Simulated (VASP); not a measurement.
Runs of VASP 6.6.1 on TePb. The structure is that of space group Pm-3m (No. 221), or close to it. The cells are those of the table. 

| task | level | cell | cutoff (eV) | gap on the mesh (eV) | pressure (GPa) | relaxed volume (Å³/atom) |
| --- | --- | --- | --- | --- | --- | --- |
| relaxation of cell and atoms | PBE | relaxed from a = 3.679 Å, 2 atoms | 600 | none | 0.0 | 31.71 |
| single point | r2SCAN | a = 3.975 Å, 2 atoms | 520 | none | 0.0 | - |
| relaxation of cell and atoms | r2SCAN | relaxed from a = 3.989 Å, 2 atoms | 600 | none | 0.0 | (a) |
| single point | PBE | a = 3.989 Å, 2 atoms | 520 | none | 0.0 | - |
| single point | PBE | a = 3.975 Å, 2 atoms | 520 | none | 0.4 | - |

Alike in all rows: potentials or basis VASP PAW PBE potentials, release 64 (Pb_d, Te); no spin polarisation; k mesh 6 × 6 × 6; smearing fermi-dirac 0.02 eV.

Task: Estimate the missing entries.

Result: (a) 31.47.

Caveats: spin-orbit coupling is left out, which moves the levels of the heavy elements; the PAW data sets were made with another functional, which shifts forces and pressure a little (some runs); the volume moved by over 15 % at a fixed basis, so the end points are rough (some runs).

A k mesh can miss the band edges, and the runs leave out spin-orbit coupling on Pb, Te.

A gap of «none» marks levels without a gap at the run's occupations.
